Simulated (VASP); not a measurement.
# MgO (Periclase) (Fm-3m) in VASP: single point with PBE

Aim: the single point of MgO (Periclase) with PBE.

Program: VASP 6.6.1. These are calculated values, not measurements. Logs are shortened: lines on timing, memory, paths and dates and some standing lists are left out, and cuts for length are marked.

## 1. The cell of the first run

The structure is cubic, space group Fm-3m (No. 225). Conventional cell: a = 4.217 Å, b = 4.217 Å, c = 4.217 Å, α = 90.00°, β = 90.00°, γ = 90.00°. Mg (site symmetry m-3m) has 6 O at 2.11 Å within 2.8 Å. Within 2.8 Å of O (site symmetry m-3m) lie 6 Mg at 2.11 Å.

## 2. Single point, PBE

INCAR

```
PREC = Accurate
ENCUT = 600
EDIFF = 1E-6
ISMEAR = 0
SIGMA = 0.01
LREAL = F
LASPH = T
NELM = 120
ALGO = Normal
ISIF = 2
LWAVE = F
LCHARG = T
GGA = PE
LELF = T
LVHAR = T
NBANDS = 11
GGA_COMPAT = F
```

KPOINTS

```
regular mesh
0
Gamma
  6 6 6
```

POSCAR

```
MgO
1.0
    0.0000000000      2.1085000000      2.1085000000
    2.1085000000      0.0000000000      2.1085000000
    2.1085000000      2.1085000000      0.0000000000
Mg O
1 1
Direct
    0.0000000000      0.0000000000      0.0000000000
    0.5000000000      0.5000000000      0.5000000000
```

Potentials or basis: VASP PAW PBE potentials, release 64 (Mg, O).

Run with:

```
$ cat potpaw_PBE.64/Mg/POTCAR potpaw_PBE.64/O/POTCAR > POTCAR
$ mpirun -np 1 vasp_std > vasp.out
```

OUTCAR:

```text
PREC = Accurate
   ENCUT = 600
   EDIFF = 1E-6
   ISMEAR = 0
   LREAL = F
   LASPH = T
   NELM = 120
   ISIF = 2
   GGA = PE

 ion  position               nearest neighbor table
   1  0.000  0.000  0.000-   2 2.11   2 2.11   2 2.11   2 2.11   2 2.11   2 2.11
   2  0.500  0.500  0.500-   1 2.11   1 2.11   1 2.11   1 2.11   1 2.11   1 2.11

  LATTYP: Found a face centered cubic cell.
 ALAT       =     4.2170000000

  Lattice vectors:

 A1 = (   0.0000000000,   2.1085000000,   2.1085000000)
 A2 = (   2.1085000000,   0.0000000000,   2.1085000000)
 A3 = (   2.1085000000,   2.1085000000,   0.0000000000)

Analysis of symmetry for initial positions (statically):
=====================================================================
 Subroutine PRICEL returns:
 Original cell was already a primitive cell.

 Routine SETGRP: Setting up the symmetry group for a
 face centered cubic supercell.

 Subroutine GETGRP returns: Found 48 space group operations
 (whereof 48 operations were pure point group operations)
 out of a pool of 48 trial point group operations.

The static configuration has the point symmetry O_h .

Analysis of symmetry for dynamics (positions and initial velocities):
=====================================================================
 Subroutine PRICEL returns:
 Original cell was already a primitive cell.

 Routine SETGRP: Setting up the symmetry group for a
 face centered cubic supercell.

 Subroutine GETGRP returns: Found 48 space group operations
 (whereof 48 operations were pure point group operations)
 out of a pool of 48 trial point group operations.

The dynamic configuration has the point symmetry O_h .

 Subroutine INISYM returns: Found 48 space group operations
 (whereof 48 operations are pure point group operations),
 and found     1 'primitive' translations

----------------------------------------------------------------------------------------

                                     Primitive cell

  volume of cell :      18.7478

  direct lattice vectors                    reciprocal lattice vectors
     0.000000000  2.108500000  2.108500000    -0.237135404  0.237135404  0.237135404
     2.108500000  0.000000000  2.108500000     0.237135404 -0.237135404  0.237135404
     2.108500000  2.108500000  0.000000000     0.237135404  0.237135404 -0.237135404

  length of vectors
     2.981869296  2.981869296  2.981869296     0.410730569  0.410730569  0.410730569

  position of ions in fractional coordinates (direct lattice)
     0.000000000  0.000000000  0.000000000
[... 77 lines left out ...]
   POTIM  = 0.5000    time-step for ionic-motion
   TEBEG  =    0.0;   TEEND  =   0.0 temperature during run
   PSTRESS=    0.0 pullay stress
   NELECT =       8.0000    total number of electrons
   NUPDOWN=      -1.0000    fix difference up-down
   EMIN   =  10.00;   EMAX   =-10.00  energy-range for DOS
   EFERMI =   0.00;   METHOD = LEGACY
   ISMEAR =     0;   SIGMA  =   0.01  broadening in eV -4-tet -1-fermi 0-gaus
   EFERMI_NEDOS =   21; number of points for ismear=-14 and -15
   IALGO  =     38    algorithm
   IMIX   =      4    mixing-type and parameters
     AMIX     =   0.40;   BMIX     =  1.00
     AMIX_MAG =   1.60;   BMIX_MAG =  1.00
  volume/ion in A,a.u.               =       9.37        63.26
  Fermi-wavevector in a.u.,A,eV,Ry     =   1.232503  2.329092 20.668107  1.519063
  Thomas-Fermi vector in A             =   2.367270
   LORBIT       =      0    0 simple, 1 ext, 2 COOP (PROOUT), +10 PAW based schemes
   GGA     = PE    functional components
   LHFCALC =     F    Hartree Fock is set to
   AEXX    =    0.0000 exact exchange contribution
   IVDW    =     0    specifies the selected vdW correction
   LEPSILON=     F    determine dielectric tensor
   LRPA    =     F    only Hartree local field effects (RPA)
 non-spin polarized calculation
 Gauss-broadening in eV      SIGMA  =   0.01
  energy-cutoff  :      600.00
  volume of cell :       18.75
 maximum number of plane-waves:       636
   NGX = 11   NGY = 11   NGZ = 11

 number of electron       8.0000005 magnetization

 Free energy of the ion-electron system (eV)
  ---------------------------------------------------
  ext. energy  EPLUGINS =         0.00000000
  ---------------------------------------------------
  free energy    TOTEN  =       -11.91011409 eV

  energy without entropy =      -11.91011409  energy(sigma->0) =      -11.91011409

 E-fermi :   3.2366     XC(G=0): -11.0615

 val. band max:        3.1593922503   @ k =   0.0000   0.0000   0.0000
 cond. band min:       7.8525931966   @ k =   0.0000   0.0000   0.0000
 fundamental gap:      4.6932009463
 Fermi energy:         3.2365678171

 k-point     1 :       0.0000    0.0000    0.0000
  band No.  band energies     occupation
      1     -14.0852      2.00000
      2       3.1594      2.00000
      3       3.1594      2.00000
      4       3.1594      2.00000
      5       7.8526      0.00000
      6      18.9411      0.00000
      7      18.9411      0.00000
      8      18.9411      0.00000
      9      22.8474      0.00000
     10      24.6188      0.00000
     11      24.6188      0.00000
[... 197 lines left out ...]
 k-point    16 :      -0.3333    0.5000    0.1667
  band No.  band energies     occupation
      1     -12.5146      2.00000
      2      -0.3856      2.00000
      3       0.9273      2.00000
      4       1.4972      2.00000
      5      13.6958      0.00000
      6      14.5336      0.00000
      7      15.6055      0.00000
      8      19.6079      0.00000
      9      23.2917      0.00000
     10      27.7623      0.00000
     11      29.2917      0.00000

------------------------ aborting loop because EDIFF is reached ----------------------------------------

  FORCE on cell =-STRESS in cart. coord.  units (eV):
  Direction    XX          YY          ZZ          XY          YZ          ZX
  --------------------------------------------------------------------------------------
  -------------------------------------------------------------------------------------
  Total        0.3637912      0.3637912      0.3637912      0.0000000      0.0000000      0.0000000
  in kB       31.0893747     31.0893747     31.0893747      0.0000000      0.0000000      0.0000000
  external PRESSURE =      31.0893747 kB  Pullay stress =       0.0000000 kB

 VOLUME and BASIS-vectors are now :
 -----------------------------------------------------------------------------
  energy-cutoff  :      600.00
  volume of cell :       18.75
      direct lattice vectors                 reciprocal lattice vectors
     0.000000000  2.108500000  2.108500000    -0.237135404  0.237135404  0.237135404
     2.108500000  0.000000000  2.108500000     0.237135404 -0.237135404  0.237135404
     2.108500000  2.108500000  0.000000000     0.237135404  0.237135404 -0.237135404

 POSITION                                       TOTAL-FORCE (eV/Angst)
 -----------------------------------------------------------------------------------
      0.00000      0.00000      0.00000         0.000000      0.000000      0.000000
      2.10850      2.10850      2.10850        -0.000000     -0.000000      0.000000
 -----------------------------------------------------------------------------------
    total drift:                               -0.000000     -0.000000      0.000000

  FREE ENERGIE OF THE ION-ELECTRON SYSTEM (eV)
  ---------------------------------------------------
  free  energy   TOTEN  =       -11.9101140910 eV

  energy  without entropy=      -11.9101140910  energy(sigma->0) =      -11.91011409
```

OSZICAR:

```text
N       E                     dE             d eps       ncg     rms          rms(c)
DAV:   1     0.216677266957E+02    0.21668E+02   -0.46626E+03   368   0.715E+02
DAV:   2    -0.124824473514E+02   -0.34150E+02   -0.33376E+02   403   0.153E+02
DAV:   3    -0.134656723485E+02   -0.98322E+00   -0.98221E+00   421   0.230E+01
DAV:   4    -0.134681926324E+02   -0.25203E-02   -0.25202E-02   382   0.132E+00
DAV:   5    -0.134682008324E+02   -0.82000E-05   -0.82000E-05   418   0.749E-02    0.721E+00
DAV:   6    -0.119276885493E+02    0.15405E+01   -0.87608E+00   370   0.163E+01    0.223E+00
DAV:   7    -0.119159559218E+02    0.11733E-01   -0.57445E-02   379   0.216E+00    0.135E+00
DAV:   8    -0.119105252722E+02    0.54306E-02   -0.28646E-02   379   0.191E+00    0.244E-01
DAV:   9    -0.119101316721E+02    0.39360E-03   -0.58925E-04   394   0.171E-01    0.137E-01
DAV:  10    -0.119101121126E+02    0.19559E-04   -0.53788E-04   382   0.175E-01    0.922E-03
DAV:  11    -0.119101141915E+02   -0.20789E-05   -0.28519E-06   403   0.142E-02    0.578E-03
DAV:  12    -0.119101140910E+02    0.10058E-06   -0.70165E-07   212   0.656E-03
   1 F= -.11910114E+02 E0= -.11910114E+02  d E =-.106433E-29
```

Wall time 6.3 s (1 thread of Intel Xeon 8259CL, shared host); peak memory 0.14 GiB.

Results:

```
Free energy            : -11.9101 eV
Pressure               : 3.1 GPa
Band gap on the k mesh : 4.69 eV, direct
```

Caveat: the k points lie up to 0.43 Å⁻¹ apart.
